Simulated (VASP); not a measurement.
# HfZr2Se6 (R-3) in VASP: a series of runs, part 2 of 2

VASP 6.6.1. Earlier steps stand in the parts before.

## (3) Single point, PBE

Contents of INCAR:

```
PREC = Accurate
ENCUT = 520
EDIFF = 1E-6
ISMEAR = 0
SIGMA = 0.1
LREAL = False
LASPH = True
NELM = 80
ALGO = Normal
ISIF = 2
LWAVE = False
LCHARG = False
GGA = PE
NBANDS = 45
```

Contents of KPOINTS:

```
regular mesh
0
Gamma
  3 3 3
```

Contents of POSCAR:

```
HfZr2Se6
1.0
    3.2817823000      1.8947379000      6.9414692000
   -3.2817823000      1.8947379000      6.9414692000
    0.0000000000     -3.7894758000      6.9414692000
Zr Hf Se
2 1 6
Direct
    0.3333360000      0.3333360000      0.3333360000
    0.6666640000      0.6666640000      0.6666640000
    0.0000000000      0.0000000000      0.0000000000
    0.2552090000      0.5929340000      0.9240810000
    0.5929340000      0.9240810000      0.2552090000
    0.9240810000      0.2552090000      0.5929340000
    0.0759190000      0.7447910000      0.4070660000
    0.4070660000      0.0759190000      0.7447910000
    0.7447910000      0.4070660000      0.0759190000
```

Potentials or basis: VASP PAW PBE potentials, release 64 (Zr_sv, Hf_pv, Se).

The run is started by

```console
$ cat potpaw_PBE.64/Zr_sv/POTCAR potpaw_PBE.64/Hf_pv/POTCAR potpaw_PBE.64/Se/POTCAR > POTCAR
$ mpirun -np 1 vasp_std > vasp.out
```

OUTCAR:

```text
PREC = Accurate
   ENCUT = 520
   EDIFF = 1E-6
   ISMEAR = 0
   LREAL = False
   LASPH = True
   NELM = 80
   ISIF = 2
   GGA = PE

 ion  position               nearest neighbor table
   1  0.333  0.333  0.333-   7 2.71   9 2.71   8 2.71   5 2.71   4 2.71   6 2.71   3 3.79   3 3.79
                             2 3.79   2 3.79   3 3.79   2 3.79
   2  0.667  0.667  0.667-   6 2.71   4 2.71   5 2.71   8 2.71   9 2.71   7 2.71   3 3.79   3 3.79
                             1 3.79   1 3.79   3 3.79   1 3.79
   3  0.000  0.000  0.000-   4 2.69   9 2.69   8 2.69   5 2.69   6 2.69   7 2.69   2 3.79   2 3.79
                             1 3.79   1 3.79   2 3.79   1 3.79
   4  0.255  0.593  0.924-   3 2.69   2 2.71   1 2.71
   5  0.593  0.924  0.255-   3 2.69   2 2.71   1 2.71
   6  0.924  0.255  0.593-   3 2.69   2 2.71   1 2.71
   7  0.076  0.745  0.407-   3 2.69   1 2.71   2 2.71
   8  0.407  0.076  0.745-   3 2.69   1 2.71   2 2.71
   9  0.745  0.407  0.076-   3 2.69   1 2.71   2 2.71

  LATTYP: Found a trigonal (rhomboedric) cell.
 ALAT       =     7.9084841423
 COS(alpha) =     0.6556000832

  Lattice vectors:

 A1 = (   3.2817823000,   1.8947379000,   6.9414692000)
 A2 = (  -3.2817823000,   1.8947379000,   6.9414692000)
 A3 = (   0.0000000000,  -3.7894758000,   6.9414692000)

Analysis of symmetry for initial positions (statically):
=====================================================================
 Subroutine PRICEL returns:
 Original cell was already a primitive cell.

 Routine SETGRP: Setting up the symmetry group for a
 trigonal (rhombohedral) supercell.

 Subroutine GETGRP returns: Found  6 space group operations
 (whereof  6 operations were pure point group operations)
 out of a pool of 12 trial point group operations.

The static configuration has the point symmetry S_6 .

Analysis of symmetry for dynamics (positions and initial velocities):
=====================================================================
 Subroutine PRICEL returns:
 Original cell was already a primitive cell.

 Routine SETGRP: Setting up the symmetry group for a
 trigonal (rhombohedral) supercell.

 Subroutine GETGRP returns: Found  6 space group operations
 (whereof  6 operations were pure point group operations)
 out of a pool of 12 trial point group operations.

The dynamic configuration has the point symmetry S_6 .

 Subroutine INISYM returns: Found  6 space group operations
 (whereof  6 operations are pure point group operations),
 and found     1 'primitive' translations

----------------------------------------------------------------------------------------

                                     Primitive cell

  volume of cell :     258.9772

  direct lattice vectors                    reciprocal lattice vectors
     3.281782300  1.894737900  6.941469200     0.152356236  0.087962914  0.048020574
    -3.281782300  1.894737900  6.941469200    -0.152356236  0.087962914  0.048020574
     0.000000000 -3.789475800  6.941469200     0.000000000 -0.175925828  0.048020574

  length of vectors
     7.908484142  7.908484142  7.908484146     0.182361927  0.182361927  0.182361927

  position of ions in fractional coordinates (direct lattice)
     0.333336000  0.333336000  0.333336000
     0.666664000  0.666664000  0.666664000
[... 52 lines left out ...]
  0.333333  0.333333  0.333333      2.000000
 -0.333333  0.333333  0.333333      6.000000
   k-points           NKPTS =      6   k-points in BZ     NKDIM =      6   number of bands    NBANDS=     45
   number of dos      NEDOS =    301   number of ions     NIONS =      9
   total plane-waves  NPLWV = 216000
   dimension x,y,z NGX =    60 NGY =   60 NGZ =   60
   dimension x,y,z NGXF=   120 NGYF=  120 NGZF=  120
   ions per type =               2   1   6
   NGX,Y,Z   is equivalent  to a cutoff of  12.61, 12.61, 12.61 a.u.
   NGXF,Y,Z  is equivalent  to a cutoff of  25.23, 25.23, 25.23 a.u.
 SYSTEM =  unknown system
   PREC   = accura    normal or accurate (medium, high low for compatibility)
   ISTART =      0    job   : 0-new  1-cont  2-samecut
   ICHARG =      2    charge: 1-file 2-atom 10-const
   ISPIN  =      1    spin polarized calculation?
   LNONCOLLINEAR =      F non collinear calculations
   LSORBIT =      F    spin-orbit coupling
   LASPH  =      T    aspherical Exc in radial PAW
   ENCUT  =  520.0 eV  38.22 Ry    6.18 a.u.  14.70 14.70 14.70*2*pi/ulx,y,z
   NELM   =     80;   NELMIN=  2; NELMDL= -5     # of ELM steps
   EDIFF  = 0.1E-05   stopping-criterion for ELM
   LREAL  =      F    real-space projection
   EDIFFG = 0.1E-04   stopping-criterion for IOM
   NSW    =      0    number of steps for IOM
   IBRION =     -1    ionic relax: 0-MD 1-quasi-New 2-CG
   NFREE  =      0    steps in history (QN), initial steepest desc. (CG)
   ISIF   =      2    stress and relaxation
   ISYM   =      2    0-nonsym 1-usesym 2-fastsym
   POTIM  = 0.5000    time-step for ionic-motion
   TEBEG  =    0.0;   TEEND  =   0.0 temperature during run
   PSTRESS=    0.0 pullay stress
   NELECT =      70.0000    total number of electrons
   NUPDOWN=      -1.0000    fix difference up-down
   EMIN   =  10.00;   EMAX   =-10.00  energy-range for DOS
   EFERMI =   0.00;   METHOD = LEGACY
   ISMEAR =     0;   SIGMA  =   0.10  broadening in eV -4-tet -1-fermi 0-gaus
   EFERMI_NEDOS =   21; number of points for ismear=-14 and -15
   IALGO  =     38    algorithm
   IMIX   =      4    mixing-type and parameters
     AMIX     =   0.40;   BMIX     =  1.00
     AMIX_MAG =   1.60;   BMIX_MAG =  1.00
  volume/ion in A,a.u.               =      28.78       194.18
  Fermi-wavevector in a.u.,A,eV,Ry     =   1.058491  2.000257 15.243998  1.120402
  Thomas-Fermi vector in A             =   2.193802
   LORBIT       =      0    0 simple, 1 ext, 2 COOP (PROOUT), +10 PAW based schemes
   GGA     = PE    functional components
   LHFCALC =     F    Hartree Fock is set to
   AEXX    =    0.0000 exact exchange contribution
   IVDW    =     0    specifies the selected vdW correction
   LEPSILON=     F    determine dielectric tensor
   LRPA    =     F    only Hartree local field effects (RPA)
 non-spin polarized calculation
 Gauss-broadening in eV      SIGMA  =   0.10
  energy-cutoff  :      520.00
  volume of cell :      258.98
 maximum number of plane-waves:      7003
   NGX = 29   NGY = 29   NGZ = 29

 number of electron      70.0000000 magnetization

 Free energy of the ion-electron system (eV)
  ---------------------------------------------------
  ext. energy  EPLUGINS =         0.00000000
  ---------------------------------------------------
  free energy    TOTEN  =       -60.17286220 eV

  energy without entropy =      -60.17285896  energy(sigma->0) =      -60.17286058

 E-fermi :   3.0700     XC(G=0):  -8.7874

 val. band max:        2.7847282895   @ k =   0.0000   0.0000   0.0000
 cond. band min:       3.3690615461   @ k =  -0.3333   0.3333   0.0000
 fundamental gap:      0.5843332565
 Fermi energy:         3.0699931738

 k-point     1 :       0.0000    0.0000    0.0000
  band No.  band energies     occupation
      1     -46.7286      2.00000
      2     -46.7196      2.00000
      3     -28.4647      2.00000
      4     -28.4647      2.00000
      5     -28.4545      2.00000
      6     -24.7814      2.00000
[... 277 lines left out ...]
     44       5.8418      0.00000
     45       6.4844      0.00000

------------------------ aborting loop because EDIFF is reached ----------------------------------------

  FORCE on cell =-STRESS in cart. coord.  units (eV):
  Direction    XX          YY          ZZ          XY          YZ          ZX
  --------------------------------------------------------------------------------------
  -------------------------------------------------------------------------------------
  Total        0.0506218      0.0506218     -0.0858867      0.0000000      0.0000000      0.0000000
  in kB        0.3131746      0.3131746     -0.5313428      0.0000000      0.0000000      0.0000000
  external PRESSURE =       0.0316688 kB  Pullay stress =       0.0000000 kB

 VOLUME and BASIS-vectors are now :
 -----------------------------------------------------------------------------
  energy-cutoff  :      520.00
  volume of cell :      258.98
      direct lattice vectors                 reciprocal lattice vectors
     3.281782300  1.894737900  6.941469200     0.152356236  0.087962914  0.048020574
    -3.281782300  1.894737900  6.941469200    -0.152356236  0.087962914  0.048020574
     0.000000000 -3.789475800  6.941469200     0.000000000 -0.175925828  0.048020574

 POSITION                                       TOTAL-FORCE (eV/Angst)
 -----------------------------------------------------------------------------------
      0.00000      0.00000      6.94152         0.000000      0.000000      0.000014
      0.00000      0.00000     13.88288         0.000000      0.000000     -0.000014
      0.00000      0.00000      0.00000         0.000000      0.000000     -0.000000
     -1.10834     -1.89477     12.30184        -0.027309      0.000048      0.009227
     -1.08675      1.90724     12.30184         0.013696      0.023626      0.009227
      2.19509     -0.01246     12.30184         0.013613     -0.023674      0.009227
     -2.19509      0.01246      8.52257        -0.013613      0.023674     -0.009227
      1.08675     -1.90724      8.52257        -0.013696     -0.023626     -0.009227
      1.10834      1.89477      8.52257         0.027309     -0.000048     -0.009227
 -----------------------------------------------------------------------------------
    total drift:                               -0.000000      0.000000     -0.000000

  FREE ENERGIE OF THE ION-ELECTRON SYSTEM (eV)
  ---------------------------------------------------
  free  energy   TOTEN  =       -60.1728621988 eV

  energy  without entropy=      -60.1728589607  energy(sigma->0) =      -60.17286058
```

Run time: 2.1 min. Hardware: 1 thread of Intel Xeon Platinum 8259CL at 2.50GHz (Skylake/Cascade Lake), shared host; peak memory 0.47 GiB.

Results:

```
Free energy            : -60.1729 eV
Pressure               : 0.0 GPa
Largest force          : 0.029 eV/Å
Band gap on the k mesh : 0.58 eV, indirect (least direct gap 1.20 eV)
```

Forces in eV/Å, atoms in the order of the input:
```
Zr   0.000  0.000  0.000
Zr   0.000  0.000  0.000
Hf   0.000  0.000  0.000
Se  -0.027  0.000  0.009
Se   0.014  0.024  0.009
Se   0.014 -0.024  0.009
Se  -0.014  0.024 -0.009
Se  -0.014 -0.024 -0.009
Se   0.027  0.000 -0.009
```

Caveat: spin-orbit coupling is left out, which moves the levels of the heavy elements.
